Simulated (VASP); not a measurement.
SiGeO4: single point with PBE

The system is SiGeO4.

```
Si Ge O
1.0
     5.09733   -0.03949    0.05142
    -2.58569    4.48789   -0.11698
     0.09149   -0.17394    8.50398
Si Ge O
2 2 8
Direct
  0.33825 0.63319 0.93651
  0.66224 0.36411 0.43745
  0.66971 0.30190 0.06213
  0.33237 0.70285 0.56351
  0.05918 0.57000 0.05728
  0.44631 0.38626 0.94463
  0.62882 0.96120 0.98720
  0.21511 0.61339 0.75846
  0.53851 0.26916 0.25657
  0.45079 0.08292 0.54847
  0.63678 0.65137 0.50648
  0.02193 0.46366 0.44130
```

```yaml
Program: VASP 6.6.1
Task: single point
Functional: PBE
Potentials_or_basis: VASP PAW PBE potentials, release 64 (Si, Ge_d, O)
Cutoff: 520 eV
k_mesh: 3 × 3 × 2
Occupations: gaussian, width 0.1 eV
Spin: no spin polarisation
Dipole_correction: no
Further_INCAR_settings: ALGO = Normal; EDIFF = 1e-07; NBANDS = 54
```

- Pressure: -0.2 GPa
- Largest force: 0.084 eV/Å
- Band gap on the k mesh: 4.40 eV, indirect (least direct gap 4.42 eV)

Forces in eV/Å, atoms in the order of the input:
```
Si   0.024  0.003 -0.009
Si  -0.001  0.002 -0.011
Ge  -0.008 -0.010  0.005
Ge  -0.011  0.010  0.022
O   -0.061 -0.039  0.022
O    0.054 -0.020  0.038
O   -0.016  0.053  0.020
O    0.001  0.018 -0.082
O    0.016  0.003 -0.075
O    0.013 -0.077  0.019
O   -0.055  0.022  0.018
O    0.043  0.034  0.032
```

Levels at points of the mesh, in eV from the valence-band top:
| k point | band 40 | band 41 | band 42 | band 43 | band 44 | band 45 |
| --- | --- | --- | --- | --- | --- | --- |
| (0.00, 0.00, 0.00) | -0.31 | -0.21 | -0.02 | 4.40 | 5.94 | 8.24 |
| (0.00, 0.00, 0.50) | -0.28 | -0.18 | -0.06 | 5.15 | 5.15 | 8.22 |

Run time: 60 s on 1 thread of Intel(R) Xeon(R) 6975P-C (Granite Rapids) (shared host), peak memory 0.33 GiB.

Caveat: the k points lie up to 0.48 Å⁻¹ apart. PBE gaps usually lie below the measured ones, often by a third to a half.
